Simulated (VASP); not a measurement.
Runs of VASP 6.6.1 on Ti3Se. The structure is that of space group Pm-3m (No. 221), or close to it. The cells are those of the table. 

```csv
task,spin,cell,k mesh,cutoff (eV),gap on the mesh (eV),pressure (GPa)
relaxation of cell and atoms,off,"relaxed from a = 4.113 Å, 4 atoms",4 × 4 × 4,600,none,0.0
single point,off,"a = 3.977 Å, 4 atoms",12 × 12 × 12,520,none,0.5
single point,"collinear, ferromagnetic start","a = 4.113 Å, 4 atoms",4 × 4 × 4,520,none,(a)
single point,off,"a = 3.974 Å, 4 atoms",4 × 4 × 4,520,none,0.4
```

Alike in all rows: level r2SCAN; potentials or basis VASP PAW PBE potentials, release 64 (Ti_sv, Se); smearing gaussian 0.1 eV.

Problem. Fill in the values left out.

Solution. (a) -10.5.

Caveats: some runs use coarse meshes; the PAW data sets were made with another functional, which shifts forces and pressure a little.

A k mesh can miss the band edges, and the runs leave out spin-orbit coupling on Se.

A gap of «none» marks levels without a gap at the run's occupations.
